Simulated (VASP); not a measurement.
# Re (Fmmm) in VASP: single point with PBEsol

Aim: the single point of Re with PBEsol.

All numbers are computed with VASP 6.6.1; they aren't measurements. Logs are shortened: lines on timing, memory, paths and dates and some standing lists are left out, and cuts for length are marked.

### 1 The cell of the first run

The structure is orthorhombic, space group Fmmm (No. 69). The conventional cell has a = 3.832 Å, b = 3.950 Å, c = 4.069 Å, α = 90.00°, β = 90.00°, γ = 90.00°. Re (site symmetry mmm) has 12 Re at 2.75 to 2.84 Å within 3.6 Å.

### 2 Single point, PBEsol (strain -0.0300 x Voigt [1, -1, 0, 0, 0, 0])

Contents of INCAR:

```
SYSTEM = Re
PREC     = Accurate       ! precision mode
ENCUT    = 520            ! plane-wave cutoff, eV
EDIFF    = 1E-6           ! SCF threshold, eV
ISMEAR   = 0              ! smearing method
SIGMA    = 0.15           ! smearing width, eV
LREAL    = .False.        ! projectors in reciprocal space
LASPH    = .True.         ! aspherical terms in the spheres
NELM     = 60             ! most SCF steps
ALGO     = Fast           ! electronic algorithm
ISIF     = 2              ! what is computed and relaxed
LWAVE    = .False.        ! write WAVECAR
LCHARG   = .False.        ! write CHGCAR
GGA      = PS             ! functional
NBANDS   = 10             ! bands
```

Contents of KPOINTS:

```
regular mesh
0
Gamma
  20 20 20
  0 0 0
```

Contents of POSCAR:

```
Re
1.0
    0.0000000000      2.0342500000      1.9750000000
    1.9157500000      0.0000000000      1.9750000000
    1.9157500000      2.0342500000      0.0000000000
Re
1
Direct
    0.0000000000      0.0000000000      0.0000000000
```

Potentials or basis: VASP PAW PBE potentials, release 64 (Re).

On the command line:

```
$ cat potpaw_PBE.64/Re/POTCAR > POTCAR
$ mpirun -np 1 vasp_std > vasp.out
```

OUTCAR:

```text
SYSTEM = Re
   PREC = Accurate
   ENCUT = 520
   EDIFF = 1E-6
   ISMEAR = 0
   LREAL = .False.
   LASPH = .True.
   NELM = 60
   ISIF = 2
   GGA = PS

 ion  position               nearest neighbor table
   1  0.000  0.000  0.000-

  LATTYP: Found a face centered orthorhombic cell.
 ALAT       =     3.8315000000
 B/A-ratio  =     1.0309278351
 C/A-ratio  =     1.0618556701

  Lattice vectors:

 A1 = (   0.0000000000,   2.0342500000,  -1.9750000000)
 A2 = (   1.9157500000,   2.0342500000,   0.0000000000)
 A3 = (   1.9157500000,   0.0000000000,  -1.9750000000)

Analysis of symmetry for initial positions (statically):
=====================================================================
 Subroutine PRICEL returns:
 Original cell was already a primitive cell.

 Routine SETGRP: Setting up the symmetry group for a
 face centered orthorhombic supercell.

 Subroutine GETGRP returns: Found  8 space group operations
 (whereof  8 operations were pure point group operations)
 out of a pool of  8 trial point group operations.

The static configuration has the point symmetry D_2h.

Analysis of symmetry for dynamics (positions and initial velocities):
=====================================================================
 Subroutine PRICEL returns:
 Original cell was already a primitive cell.

 Routine SETGRP: Setting up the symmetry group for a
 face centered orthorhombic supercell.

 Subroutine GETGRP returns: Found  8 space group operations
 (whereof  8 operations were pure point group operations)
 out of a pool of  8 trial point group operations.

The dynamic configuration has the point symmetry D_2h.

 Subroutine INISYM returns: Found  8 space group operations
 (whereof  8 operations are pure point group operations),
 and found     1 'primitive' translations

----------------------------------------------------------------------------------------

                                     Primitive cell

  volume of cell :      15.3936

  direct lattice vectors                    reciprocal lattice vectors
     0.000000000  2.034250000  1.975000000    -0.260994389  0.245790832  0.253164557
     1.915750000  0.000000000  1.975000000     0.260994389 -0.245790832  0.253164557
     1.915750000  2.034250000  0.000000000     0.260994389  0.245790832 -0.253164557

  length of vectors
     2.835277422  2.751494696  2.794328385     0.438888935  0.438888935  0.438888935

  position of ions in fractional coordinates (direct lattice)
     0.000000000  0.000000000  0.000000000

  ion indices of the primitive-cell ions
   primitive index   ion index
                 1           1

----------------------------------------------------------------------------------------

 KPOINTS: regular mesh

Automatic generation of k-mesh.
 Grid dimensions read from file:
 generate k-points for:   20   20   20

 Generating k-lattice:

  Cartesian coordinates                     Fractional coordinates (reciprocal lattice)
    -0.013049719  0.012289542  0.012658228     0.050000000  0.000000000  0.000000000
     0.013049719 -0.012289542  0.012658228     0.000000000  0.050000000 -0.000000000
     0.013049719  0.012289542 -0.012658228     0.000000000 -0.000000000  0.050000000

  Length of vectors
     0.021944447  0.021944447  0.021944447

  Shift w.r.t. Gamma in fractional coordinates (k-lattice)
     0.000000000  0.000000000  0.000000000

 Subroutine IBZKPT returns following result:
 ===========================================

 Found   1166 irreducible k-points:

 Following reciprocal coordinates:
            Coordinates               Weight
  0.000000  0.000000  0.000000      1.000000
  0.050000  0.000000  0.000000      8.000000
  0.100000  0.000000 -0.000000      8.000000
  0.150000  0.000000  0.000000      8.000000
  0.200000  0.000000 -0.000000      8.000000
  0.250000  0.000000  0.000000      8.000000
[... 16 lines left out ...]
 -0.400000  0.050000  0.000000      8.000000
 -0.350000  0.050000  0.000000      8.000000
 [... further k-points ...]
   k-points           NKPTS =   1166   k-points in BZ     NKDIM =   1166   number of bands    NBANDS=     10
   number of dos      NEDOS =    301   number of ions     NIONS =      1
   total plane-waves  NPLWV =  11520
   dimension x,y,z NGX =    24 NGY =   20 NGZ =   24
   dimension x,y,z NGXF=    48 NGYF=   40 NGZF=   48
   ions per type =               1
   NGX,Y,Z   is equivalent  to a cutoff of  14.07, 12.08, 14.28 a.u.
   NGXF,Y,Z  is equivalent  to a cutoff of  28.14, 24.17, 28.56 a.u.
 SYSTEM =  Re
   PREC   = accura    normal or accurate (medium, high low for compatibility)
   ISTART =      0    job   : 0-new  1-cont  2-samecut
   ICHARG =      2    charge: 1-file 2-atom 10-const
   ISPIN  =      1    spin polarized calculation?
   LNONCOLLINEAR =      F non collinear calculations
   LSORBIT =      F    spin-orbit coupling
   LASPH  =      T    aspherical Exc in radial PAW
   ENCUT  =  520.0 eV  38.22 Ry    6.18 a.u.   5.27  5.12  5.20*2*pi/ulx,y,z
   NELM   =     60;   NELMIN=  2; NELMDL= -5     # of ELM steps
   EDIFF  = 0.1E-05   stopping-criterion for ELM
   LREAL  =      F    real-space projection
   EDIFFG = 0.1E-04   stopping-criterion for IOM
   NSW    =      0    number of steps for IOM
   IBRION =     -1    ionic relax: 0-MD 1-quasi-New 2-CG
   NFREE  =      0    steps in history (QN), initial steepest desc. (CG)
   ISIF   =      2    stress and relaxation
   ISYM   =      2    0-nonsym 1-usesym 2-fastsym
   POTIM  = 0.5000    time-step for ionic-motion
   TEBEG  =    0.0;   TEEND  =   0.0 temperature during run
   PSTRESS=    0.0 pullay stress
   NELECT =       7.0000    total number of electrons
   NUPDOWN=      -1.0000    fix difference up-down
   EMIN   =  10.00;   EMAX   =-10.00  energy-range for DOS
   EFERMI =   0.00;   METHOD = LEGACY
   ISMEAR =     0;   SIGMA  =   0.15  broadening in eV -4-tet -1-fermi 0-gaus
   EFERMI_NEDOS =   21; number of points for ismear=-14 and -15
   IALGO  =     68    algorithm
   IMIX   =      4    mixing-type and parameters
     AMIX     =   0.40;   BMIX     =  1.00
     AMIX_MAG =   1.60;   BMIX_MAG =  1.00
  volume/ion in A,a.u.               =      15.39       103.88
  Fermi-wavevector in a.u.,A,eV,Ry     =   1.258908  2.378992 21.563194  1.584850
  Thomas-Fermi vector in A             =   2.392494
   LORBIT       =      0    0 simple, 1 ext, 2 COOP (PROOUT), +10 PAW based schemes
   GGA     = PS    functional components
   LHFCALC =     F    Hartree Fock is set to
   AEXX    =    0.0000 exact exchange contribution
   IVDW    =     0    specifies the selected vdW correction
   LEPSILON=     F    determine dielectric tensor
   LRPA    =     F    only Hartree local field effects (RPA)
 non-spin polarized calculation
 RMM-DIIS sequential band-by-band and
 Gauss-broadening in eV      SIGMA  =   0.15
  energy-cutoff  :      520.00
  volume of cell :       15.39
 maximum number of plane-waves:       431
 NGX is ok and might be reduce to    24
   NGX = 11   NGY = 11   NGZ = 11

 number of electron       7.0000000 magnetization

 Free energy of the ion-electron system (eV)
  ---------------------------------------------------
  ext. energy  EPLUGINS =         0.00000000
  ---------------------------------------------------
  free energy    TOTEN  =       -13.23670349 eV

  energy without entropy =      -13.22663701  energy(sigma->0) =      -13.23167025

 E-fermi :   7.4489     XC(G=0): -13.5741

 val. band max:        7.4469722196   @ k =  -0.2000   0.1500   0.2500
 cond. band min:       7.4505847714   @ k =  -0.1500   0.3500   0.4500
 fundamental gap:      0.0036125518
 Fermi energy:         7.4488989732

 k-point     1 :       0.0000    0.0000    0.0000
  band No.  band energies     occupation
      1      -2.4112      2.00000
      2       5.2350      2.00000
      3       5.6636      2.00000
      4       6.0607      2.00000
      5       8.0970      0.00000
      6       9.0679      0.00000
      7      21.3861      0.00000
      8      25.7804      0.00000
      9      26.6907      0.00000
     10      27.7468      0.00000

 k-point     2 :       0.0500    0.0000    0.0000
  band No.  band energies     occupation
      1      -2.3000      2.00000
      2       5.2488      2.00000
      3       5.6705      2.00000
      4       6.0670      2.00000
      5       8.0676      0.00000
      6       9.0154      0.00000
      7      21.6012      0.00000
      8      25.6888      0.00000
      9      26.6177      0.00000
     10      27.6623      0.00000

 k-point     3 :       0.1000    0.0000   -0.0000
  band No.  band energies     occupation
      1      -1.9754      2.00000
      2       5.2180      2.00000
      3       5.6993      2.00000
      4       6.1420      2.00000
      5       8.0090      0.00000
      6       8.8823      0.00000
      7      22.1980      0.00000
      8      24.8730      0.00000
      9      26.9487      0.00000
     10      28.0966      0.00000

 k-point     4 :       0.1500    0.0000    0.0000
  band No.  band energies     occupation
      1      -1.4674      2.00000
      2       5.0576      2.00000
      3       5.7793      2.00000
      4       6.2971      2.00000
      5       8.0101      0.00000
      6       8.7409      0.00000
      7      22.8931      0.00000
      8      23.8843      0.00000
      9      27.8068      0.00000
     10      29.0036      0.00000
[... 222 lines left out ...]
 k-point    22 :      -0.4500    0.0500    0.0000
  band No.  band energies     occupation
      1       0.9606      2.00000
      2       5.0658      2.00000
      3       5.8279      2.00000
      4       7.2386      1.95265
      5      10.7245      0.00000
      6      11.3800      0.00000
      7      16.8797      0.00000
      8      21.0800      0.00000
      9      26.6770      0.00000
     10      27.6012      0.00000

 k-point    23 :      -0.4000    0.0500    0.0000
  band No.  band energies     occupation
      1       0.9421      2.00000
      2       5.1447      2.00000
      3       5.9298      2.00000
      4       6.6184      2.00000
      5      10.2987      0.00000
      6      11.0859      0.00000
      7      17.7110      0.00000
      8      21.5236      0.00000
      9      27.1896      0.00000
     10      28.4623      0.00000

 k-point    24 :      -0.3500    0.0500    0.0000
  band No.  band energies     occupation
      1       0.8518      2.00000
      2       5.2887      2.00000
      3       5.8059      2.00000
      4       6.0919      2.00000
      5       9.7033      0.00000
      6      10.5757      0.00000
      7      18.8335      0.00000
      8      22.3965      0.00000
      9      28.1153      0.00000
     10      29.8548      0.00000

 [... further k-points ...]
[... 5 lines left out ...]
  --------------------------------------------------------------------------------------
  -------------------------------------------------------------------------------------
  Total       -1.0495589     -2.5385800     -1.7071474      0.0000000      0.0000000      0.0000000
  in kB     -109.2388606   -264.2172615   -177.6811443      0.0000000      0.0000000      0.0000000
  external PRESSURE =    -183.7124221 kB  Pullay stress =       0.0000000 kB

 VOLUME and BASIS-vectors are now :
 -----------------------------------------------------------------------------
  energy-cutoff  :      520.00
  volume of cell :       15.39
      direct lattice vectors                 reciprocal lattice vectors
     0.000000000  2.034250000  1.975000000    -0.260994389  0.245790832  0.253164557
     1.915750000  0.000000000  1.975000000     0.260994389 -0.245790832  0.253164557
     1.915750000  2.034250000  0.000000000     0.260994389  0.245790832 -0.253164557

 POSITION                                       TOTAL-FORCE (eV/Angst)
 -----------------------------------------------------------------------------------
      0.00000      0.00000      0.00000        -0.000000      0.000000      0.000000
 -----------------------------------------------------------------------------------
    total drift:                               -0.000000      0.000000      0.000000

  FREE ENERGIE OF THE ION-ELECTRON SYSTEM (eV)
  ---------------------------------------------------
  free  energy   TOTEN  =       -13.2367034933 eV

  energy  without entropy=      -13.2266370091  energy(sigma->0) =      -13.23167025
```

Run time: 75 s. Hardware: 1 thread of Intel Xeon 6975P-C (Granite Rapids), shared host; peak memory 0.3 GiB.

Results:

| Quantity | Value |
| --- | --- |
| Free energy | -13.2367 eV |
| Pressure | -18.4 GPa |

Caveat: the cell differs from its parent crystal (strain -0.0300 x Voigt [1, -1, 0, 0, 0, 0]); the PAW data sets were made with another functional, which shifts forces and pressure a little; spin-orbit coupling is left out, which moves the levels of the heavy elements.
